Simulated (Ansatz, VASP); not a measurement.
# TiCo in VASP and in Ansatz

```
Co Ti
1.0
     2.98611    0.00000    0.00000
     0.00000    2.98611    0.00000
     0.00000    0.00000    2.98611
Co Ti
1 1
Direct
  0.50000 0.50000 0.50000
  0.00000 0.00000 0.00000
```

Alike in both runs: task single point; functional PBE; k mesh 9 × 9 × 9; occupations gaussian, width 0.015 eV; collinear spin.

|  | VASP | Ansatz |
| --- | --- | --- |
| version | VASP 6.6.1 | Ansatz 0.2.0 |
| potentials or method | VASP PAW PBE potentials, release 64 (Co, Ti_sv), cutoff 520 eV | all-electron LAPW, scalar-relativistic |

```tsv
	VASP	Ansatz	Ansatz less VASP
gap on the k mesh at the Fermi level (eV)	none	none	-
pressure (GPa)	-0.8	-0.5	+0.24
net moment per atom (μB)	0.42	0.42	-0.001
size of the moment on the site where the two differ most (μB)	0.92	0.95	+0.028
```

Site moments also hang on the region over which each program counts them. A gap of «none» marks a metal or a gap that the smearing closes. Ansatz ran all-electron here, and VASP with PAW potentials.
